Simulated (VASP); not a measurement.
# Mo (Pnma) in VASP: notebook, part 2 of 2

VASP 6.6.1.

### Step 3. Relaxation of cell and atoms, PBE

This run uses another cell than the first one, of 18.46 Å³/atom, 1.155 times its volume.

INCAR

```
PREC = Accurate
ENCUT = 600
EDIFF = 1E-6
ISMEAR = 0
SIGMA = 0.1
LREAL = F
LASPH = T
NELM = 100
ALGO = Normal
ISIF = 3
LWAVE = F
LCHARG = F
GGA = PE
IBRION = 2
NSW = 90
EDIFFG = -0.04
```

KPOINTS

```
Automatic mesh
0
Gamma
  4 4 6
```

POSCAR

```
Mo
1.0
    3.9094092970      0.0000000000      0.0000000000
    0.0000000000      6.4811074743      0.0000000000
    0.0000000000      0.0000000000      2.9149754308
Mo
4
Direct
    0.0205000000      0.2500000000      0.6348000000
    0.9795000000      0.7500000000      0.3652000000
    0.4795000000      0.7500000000      0.1348000000
    0.5205000000      0.2500000000      0.8652000000
```

Potentials or basis: VASP PAW PBE potentials, release 64 (Mo_sv).

The run is started by

```console
$ cat potpaw_PBE.64/Mo_sv/POTCAR > POTCAR
$ mpirun -np 1 vasp_std > vasp.out
```

OUTCAR:

```text
PREC = Accurate
   ENCUT = 600
   EDIFF = 1E-6
   ISMEAR = 0
   LREAL = F
   LASPH = T
   NELM = 100
   ISIF = 3
   GGA = PE
   IBRION = 2
   NSW = 90
   EDIFFG = -0.04

 ion  position               nearest neighbor table
   1  0.020  0.250  0.635-   4 2.07   4 2.07   4 2.98   4 2.98   2 3.34   2 3.34
   2  0.980  0.750  0.365-   3 2.07   3 2.07   3 2.98   3 2.98   1 3.34   1 3.34
   3  0.480  0.750  0.135-   2 2.07   2 2.07   2 2.98   2 2.98   4 3.34   4 3.34
   4  0.520  0.250  0.865-   1 2.07   1 2.07   1 2.98   1 2.98   3 3.34   3 3.34

  LATTYP: Found a simple orthorhombic cell.
 ALAT       =     2.9149754308
 B/A-ratio  =     1.3411465687
 C/A-ratio  =     2.2233832251

  Lattice vectors:

 A1 = (   0.0000000000,   0.0000000000,   2.9149754308)
 A2 = (   3.9094092970,   0.0000000000,   0.0000000000)
 A3 = (   0.0000000000,   6.4811074743,   0.0000000000)

Analysis of symmetry for initial positions (statically):
=====================================================================
 Subroutine PRICEL returns:
 Original cell was already a primitive cell.

 Routine SETGRP: Setting up the symmetry group for a
 simple orthorhombic supercell.

 Subroutine GETGRP returns: Found  8 space group operations
 (whereof  2 operations were pure point group operations)
 out of a pool of  8 trial point group operations.

The static configuration has the point symmetry S_2 .
 The point group associated with its full space group is D_2h.

Analysis of symmetry for dynamics (positions and initial velocities):
=====================================================================
 Subroutine PRICEL returns:
 Original cell was already a primitive cell.

 Routine SETGRP: Setting up the symmetry group for a
 simple orthorhombic supercell.

 Subroutine GETGRP returns: Found  8 space group operations
 (whereof  2 operations were pure point group operations)
 out of a pool of  8 trial point group operations.

The dynamic configuration has the point symmetry S_2 .
 The point group associated with its full space group is D_2h.

 Subroutine INISYM returns: Found  8 space group operations
 (whereof  2 operations are pure point group operations),
 and found     1 'primitive' translations

----------------------------------------------------------------------------------------

                                     Primitive cell

  volume of cell :      73.8576

  direct lattice vectors                    reciprocal lattice vectors
     3.909409297  0.000000000  0.000000000     0.255793120  0.000000000  0.000000000
     0.000000000  6.481107474  0.000000000     0.000000000  0.154294618  0.000000000
     0.000000000  0.000000000  2.914975431     0.000000000  0.000000000  0.343056065

  length of vectors
     3.909409297  6.481107474  2.914975431     0.255793120  0.154294618  0.343056065

  position of ions in fractional coordinates (direct lattice)
     0.020500000  0.250000000  0.634800000
     0.979500000  0.750000000  0.365200000
     0.479500000  0.750000000  0.134800000
     0.520500000  0.250000000  0.865200000

  ion indices of the primitive-cell ions
   primitive index   ion index
                 1           1
                 2           2
                 3           3
                 4           4

[... 61 lines left out ...]
 SYSTEM =  unknown system
   PREC   = accura    normal or accurate (medium, high low for compatibility)
   ISTART =      0    job   : 0-new  1-cont  2-samecut
   ICHARG =      2    charge: 1-file 2-atom 10-const
   ISPIN  =      1    spin polarized calculation?
   LNONCOLLINEAR =      F non collinear calculations
   LSORBIT =      F    spin-orbit coupling
   LASPH  =      T    aspherical Exc in radial PAW
   ENCUT  =  600.0 eV  44.10 Ry    6.64 a.u.   7.81 12.94  5.82*2*pi/ulx,y,z
   NELM   =    100;   NELMIN=  2; NELMDL= -5     # of ELM steps
   EDIFF  = 0.1E-05   stopping-criterion for ELM
   LREAL  =      F    real-space projection
   EDIFFG = -.4E-01   stopping-criterion for IOM
   NSW    =     90    number of steps for IOM
   IBRION =      2    ionic relax: 0-MD 1-quasi-New 2-CG
   NFREE  =      1    steps in history (QN), initial steepest desc. (CG)
   ISIF   =      3    stress and relaxation
   ISYM   =      2    0-nonsym 1-usesym 2-fastsym
   POTIM  = 0.5000    time-step for ionic-motion
   TEBEG  =    0.0;   TEEND  =   0.0 temperature during run
   PSTRESS=    0.0 pullay stress
   NELECT =      56.0000    total number of electrons
   NUPDOWN=      -1.0000    fix difference up-down
   EMIN   =  10.00;   EMAX   =-10.00  energy-range for DOS
   EFERMI =   0.00;   METHOD = LEGACY
   ISMEAR =     0;   SIGMA  =   0.10  broadening in eV -4-tet -1-fermi 0-gaus
   EFERMI_NEDOS =   21; number of points for ismear=-14 and -15
   IALGO  =     38    algorithm
   IMIX   =      4    mixing-type and parameters
     AMIX     =   0.40;   BMIX     =  1.00
     AMIX_MAG =   1.60;   BMIX_MAG =  1.00
  volume/ion in A,a.u.               =      18.46       124.60
  Fermi-wavevector in a.u.,A,eV,Ry     =   1.492814  2.821010 30.320504  2.228494
  Thomas-Fermi vector in A             =   2.605294
   LORBIT       =      0    0 simple, 1 ext, 2 COOP (PROOUT), +10 PAW based schemes
   GGA     = PE    functional components
   LHFCALC =     F    Hartree Fock is set to
   AEXX    =    0.0000 exact exchange contribution
   IVDW    =     0    specifies the selected vdW correction
   LEPSILON=     F    determine dielectric tensor
   LRPA    =     F    only Hartree local field effects (RPA)
 conjugate gradient relaxation of ions
 non-spin polarized calculation
 Gauss-broadening in eV      SIGMA  =   0.10
  energy-cutoff  :      600.00
  volume of cell :       73.86
 maximum number of plane-waves:      2500
 NGX is ok and might be reduce to    32
   NGX = 15   NGY = 25   NGZ = 11

--------------------------------------- Ionic step        1  -------------------------------------------

 number of electron      56.0000005 magnetization

 Free energy of the ion-electron system (eV)
  ---------------------------------------------------
  ext. energy  EPLUGINS =         0.00000000
  ---------------------------------------------------
  free energy    TOTEN  =       -33.50678723 eV

  energy without entropy =      -33.48483886  energy(sigma->0) =      -33.49581305

------------------------ aborting loop because EDIFF is reached ----------------------------------------

  FORCE on cell =-STRESS in cart. coord.  units (eV):
  Direction    XX          YY          ZZ          XY          YZ          ZX
  --------------------------------------------------------------------------------------
  -------------------------------------------------------------------------------------
  Total       57.9644829    -10.7397764      4.0479324      0.0000000      0.0000000     -0.0000000
  in kB     1257.4110856   -232.9756637     87.8109285      0.0000000      0.0000000     -0.0000000
  external PRESSURE =     370.7487835 kB  Pullay stress =       0.0000000 kB
[... 95 lines left out ...]
  FREE ENERGIE OF THE ION-ELECTRON SYSTEM (eV)
  ---------------------------------------------------
  free  energy   TOTEN  =       -34.2293892795 eV

  energy  without entropy=      -34.2029880430  energy(sigma->0) =      -34.21618866

 E-fermi :   8.2813     XC(G=0): -11.5745

 val. band max:        8.2698065994   @ k =   0.0000   0.2500   0.3333
 cond. band min:       8.2868941027   @ k =   0.2500   0.0000   0.3333
 fundamental gap:      0.0170875033
 Fermi energy:         8.2813343142

 k-point     1 :       0.0000    0.0000    0.0000
  band No.  band energies     occupation
      1     -52.8794      2.00000
      2     -52.8635      2.00000
      3     -52.4428      2.00000
      4     -52.4290      2.00000
      5     -27.9850      2.00000
      6     -27.9594      2.00000
[... 853 lines left out ...]
     32       9.3059      0.00000
     33       9.5741      0.00000

 [... further k-points ...]

[... ionic steps 4 to 29 ...]

--------------------------------------- Ionic step       30  -------------------------------------------

 number of electron      56.0000020 magnetization

------------------------ aborting loop because EDIFF is reached ----------------------------------------
[... 71 lines left out ...]
--------------------------------------- Ionic step       32  -------------------------------------------

 number of electron      56.0000020 magnetization

 Free energy of the ion-electron system (eV)
  ---------------------------------------------------
  ext. energy  EPLUGINS =         0.00000000
  ---------------------------------------------------
  free energy    TOTEN  =       -42.85863617 eV

  energy without entropy =      -42.84702760  energy(sigma->0) =      -42.85283188

 E-fermi :  12.0627     XC(G=0): -13.2275

 val. band max:       12.0624894544   @ k =   0.5000   0.0000   0.3333
 cond. band min:      12.1880101045   @ k =   0.0000   0.0000   0.3333
 fundamental gap:      0.1255206501
 Fermi energy:        12.0626792197

 k-point     1 :       0.0000    0.0000    0.0000
  band No.  band energies     occupation
      1     -49.0397      2.00000
      2     -48.8541      2.00000
      3     -48.8043      2.00000
      4     -48.7842      2.00000
      5     -23.5866      2.00000
      6     -23.5278      2.00000
[... 886 lines left out ...]
  FREE ENERGIE OF THE ION-ELECTRON SYSTEM (eV)
  ---------------------------------------------------
  free  energy   TOTEN  =       -42.8586361682 eV

  energy  without entropy=      -42.8470275992  energy(sigma->0) =      -42.85283188

 reached required accuracy - stopping structural energy minimisation
```

It took 18 min on 1 thread of Intel Xeon Platinum 8375C at 2.90GHz (Ice Lake), shared host; peak memory 0.26 GiB.

Results:

```yaml
Free_energy: -42.8586 eV
Relaxed_volume: 16.03 Å³/atom
Relaxed_cell: a = 5.210 Å, b = 4.662 Å, c = 2.639 Å, α = 90.00°, β = 90.00°, γ = 90.00°
Space_group_after_relaxing_to_0.05_Å: Pnma (No. 62)
Energy_gained_by_relaxing: 2338.0 meV/atom
Ionic_steps: 32
Pressure_after_relaxing: 0.0 GPa
Largest_force_after_relaxing: 0.020 eV/Å
Band_gap_on_the_k_mesh: zero (band 28 reaches 13.25 eV, above the bottom of band 29 at 11.57 eV)
```

Forces on the atoms (eV/Å):
```
Mo  -0.019  0.000  0.005
Mo   0.019  0.000 -0.005
Mo   0.019  0.000  0.005
Mo  -0.019  0.000 -0.005
```

Step by step:
```tsv
step	energy change (eV)	largest force (eV/Å)	pressure (GPa)	volume (Å³)
1	0.0000	4.7810	37.07	73.86
2	0.9441	0.1841	-34.96	114.57
3	-0.7226	0.1993	-35.53	105.93
4	-2.0668	0.3198	-34.87	99.33
5	-4.1812	0.6475	-23.58	87.03
6	-3.9170	0.9413	-5.06	80.55
7	-4.3015	0.3484	-19.25	85.00
8	-4.3076	0.2341	-17.53	84.30
9	-6.6222	0.6925	11.00	65.16
10	-6.6231	0.6831	10.42	65.33
11	-6.9798	1.2190	9.70	64.99
12	-7.1065	0.9960	7.57	65.27
13	-7.2186	1.0346	-10.61	71.18
14	-7.2599	1.0519	-5.01	69.12
15	-7.5208	1.2917	-6.08	69.09
16	-8.2941	1.3383	-7.89	68.79
17	-8.0506	0.1781	-2.63	67.33
18	-8.4630	0.4992	-6.86	68.25
19	-8.6119	0.2458	-3.84	66.89
20	-8.7033	0.1354	1.34	64.97
21	-8.9015	0.2469	-0.82	65.17
22	-9.2648	0.3302	-4.85	65.53
23	-9.2858	0.3187	-5.15	65.56
24	-9.3077	0.3084	2.32	63.54
25	-9.3124	0.3144	-0.01	64.13
26	-9.3224	0.2833	0.29	64.05
27	-9.3392	0.1860	1.21	63.80
28	-9.3406	0.1474	1.60	63.70
29	-9.3471	0.0902	-0.42	64.22
30	-9.3473	0.0780	-0.87	64.35
31	-9.3509	0.0427	-0.43	64.22
32	-9.3518	0.0197	-0.01	64.11
```

Final structure:
```
CELL_PARAMETERS angstrom
5.21017 0.00000 0.00000
0.00000 4.66218 0.00000
0.00000 0.00000 2.63937
ATOMIC_POSITIONS crystal
Mo 0.12664 0.25000 0.64019
Mo 0.87336 0.75000 0.35980
Mo 0.37336 0.75000 0.14020
Mo 0.62664 0.25000 0.85981
```

Caveat: the k points lie up to 0.40 Å⁻¹ apart in the final cell.

### Step 4. Single point, PBE

This run uses another cell than the first one, of 16.02 Å³/atom, 1.002 times its volume.

INCAR

```
SYSTEM = Mo
ALGO = Normal ; EDIFF = 1E-6
ENCUT = 520 ; GGA = PE
ISIF = 2 ; ISMEAR = 0
LASPH = .TRUE. ; LCHARG = .TRUE.
LELF = .TRUE. ; LREAL = .FALSE.
LVHAR = .TRUE. ; LWAVE = .FALSE.
NBANDS = 36 ; NELM = 100
PREC = Accurate ; SIGMA = 0.1
```

KPOINTS

```
k-points
0
G
  10 10 18
  0 0 0
```

POSCAR

```
Mo
1.0
    5.2726736450      0.0000000000      0.0000000000
    0.0000000000      4.5821713735      0.0000000000
    0.0000000000      0.0000000000      2.6528842450
Mo
4
Direct
    0.1233928754      0.2500000000      0.6322601473
    0.8766071246      0.7500000000      0.3677398527
    0.3766071246      0.7500000000      0.1322601473
    0.6233928754      0.2500000000      0.8677398527
```

The run is started by

```console
$ cat potpaw_PBE.64/Mo_sv/POTCAR > POTCAR
$ mpirun -np 1 vasp_std > vasp.out
```

Run time: 5.7 min. Hardware: 1 thread of Intel Xeon Platinum 8375C at 2.90GHz (Ice Lake), shared host; peak memory 0.62 GiB.

It converged, with:

```
Free energy            : -42.7971 eV
Pressure               : 0.5 GPa
Largest force          : 0.006 eV/Å
Band gap on the k mesh : zero (band 28 reaches 13.30 eV, above the bottom of band 29 at 11.54 eV)
```

Forces on the atoms (eV/Å):
```
Mo   0.006  0.000  0.000
Mo  -0.006  0.000  0.000
Mo  -0.006  0.000  0.000
Mo   0.006  0.000  0.000
```

Stress tensor (GPa, compression positive):
```
0.49 0.00 0.00
0.00 0.44 0.00
0.00 0.00 0.55
```

Levels at points of the mesh, in eV from the Fermi level:
```tsv
k point	band 24	band 25	band 26	band 27	band 28	band 29	band 30	band 31	band 32	band 33
(0.00, 0.00, 0.00)	-2.17	-1.85	-1.48	-0.63	-0.30	1.01	1.09	1.41	1.78	2.03
(0.50, 0.00, 0.00)	-2.06	-1.86	-1.86	-1.39	-1.39	0.54	0.54	1.30	1.30	2.56
(0.00, 0.50, 0.00)	-2.87	-1.61	-1.61	1.27	1.27	1.34	1.34	1.59	1.59	1.65
(0.50, 0.50, 0.00)	-2.70	-1.72	-1.72	-1.72	-1.72	1.77	1.77	1.77	1.77	2.31
(0.00, 0.00, 0.50)	-2.53	-1.74	-1.74	-0.53	-0.53	1.32	1.32	2.61	2.61	2.90
(0.50, 0.00, 0.50)	-2.59	-0.11	-0.11	0.22	0.22	1.31	1.31	2.69	2.69	2.80
(0.00, 0.50, 0.50)	-2.44	-0.94	-0.94	-0.83	-0.83	0.11	0.11	1.45	1.45	3.52
(0.50, 0.50, 0.50)	-3.00	-0.49	-0.49	-0.49	-0.49	1.37	1.37	1.37	1.37	3.45
```

### Step 5. Single point, PBE

This run uses another cell than the first one, of 18.46 Å³/atom, 1.155 times its volume.

INCAR

```
PREC = Accurate ; ENCUT = 520
EDIFF = 1E-7 ; ISMEAR = 0
SIGMA = 0.1 ; LREAL = False
LASPH = True ; NELM = 100
ALGO = Normal ; ISIF = 2
LWAVE = False ; LCHARG = False
GGA = PE ; NBANDS = 36
```

KPOINTS

```
regular mesh
0
Gamma
  6 4 6
```

POSCAR

```
Mo
1.0
    3.9094092970      0.0000000000      0.0000000000
    0.0000000000      6.4811074743      0.0000000000
    0.0000000000      0.0000000000      2.9149754308
Mo
4
Direct
    0.0205000000      0.2500000000      0.6348000000
    0.9795000000      0.7500000000      0.3652000000
    0.4795000000      0.7500000000      0.1348000000
    0.5205000000      0.2500000000      0.8652000000
```

The run is started by

```console
$ cat potpaw_PBE.64/Mo_sv/POTCAR > POTCAR
$ mpirun -np 1 vasp_std > vasp.out
```

Wall time 89 s (1 thread of Intel Xeon Platinum 8375C at 2.90GHz (Ice Lake), shared host); peak memory 0.23 GiB.

The run converged. Its results:

```yaml
Free_energy: -33.4472 eV
Pressure: 37.9 GPa
Largest_force: 5.040 eV/Å
Band_gap_on_the_k_mesh: zero (band 28 reaches 10.86 eV, above the bottom of band 29 at 9.03 eV)
```

Forces in eV/Å, atoms in the order of the input:
```
Mo   0.036  0.000 -5.040
Mo  -0.036  0.000  5.040
Mo  -0.036  0.000 -5.040
Mo   0.036  0.000  5.040
```

Stress tensor (GPa, compression positive):
```
125.07   0.00   0.00
  0.00 -21.89   0.00
  0.00   0.00  10.50
```

Levels at points of the mesh, in eV from the Fermi level:
```
           k point  band 24  band 25  band 26  band 27  band 28  band 29  band 30  band 31  band 32  band 33
(0.00, 0.00, 0.00)    -2.55    -1.93    -1.57    -0.12    -0.01     0.17     0.26     0.59     0.77     1.00
(0.50, 0.00, 0.00)    -2.73    -1.33    -1.33    -0.51    -0.51    -0.44    -0.44     1.07     1.07     2.11
(0.00, 0.50, 0.00)    -3.30    -1.98    -1.98    -0.07    -0.07     0.27     0.27     0.88     0.88     1.24
(0.50, 0.50, 0.00)    -2.92    -0.83    -0.83    -0.83    -0.83    -0.05    -0.05    -0.05    -0.05     2.36
(0.00, 0.00, 0.50)    -3.34    -2.02    -2.02    -0.20    -0.20     1.47     1.47     2.15     2.15     2.34
(0.50, 0.00, 0.50)    -2.51    -1.24    -1.24     0.78     0.78     0.86     0.86     1.76     1.76     3.38
(0.00, 0.50, 0.50)    -3.04    -1.13    -1.13     0.29     0.29     0.47     0.47     2.20     2.20     2.34
(0.50, 0.50, 0.50)    -3.65    -0.32    -0.32    -0.32    -0.32     2.09     2.09     2.09     2.09     3.26
```

Caveat: forces of over 1 eV/Å act on the atoms, so gaps and moduli don't describe the material at rest.

### Step 6. Overview

| task | cell | k mesh | cutoff (eV) | gap on the mesh (eV) | pressure (GPa) | largest force (eV/Å) |
| --- | --- | --- | --- | --- | --- | --- |
| single point | a = 5.230, b = 4.641, c = 2.635 Å, 4 atoms | 4 × 4 × 6 | 520 | none | 0.7 | 0.02 |
| relaxation of cell and atoms | relaxed from a = 3.909, b = 6.481, c = 2.915 Å, 4 atoms | 4 × 4 × 6 | 600 | none | 0.0 | 0.02 |
| single point | a = 5.273, b = 4.582, c = 2.653 Å, 4 atoms | 10 × 10 × 18 | 520 | none | 0.5 | 0.01 |
| single point | a = 3.909, b = 6.481, c = 2.915 Å, 4 atoms | 6 × 4 × 6 | 520 | none | 37.9 | 5.04 |

Alike in all rows: level PBE; potentials or basis VASP PAW PBE potentials, release 64 (Mo_sv); no spin polarisation; smearing gaussian 0.1 eV.

Caveats: some runs use coarse meshes; forces of over 1 eV/Å act on the atoms, so gaps and moduli don't describe the material at rest (some runs).

Absolute energies hang on the potentials; compare differences alone.
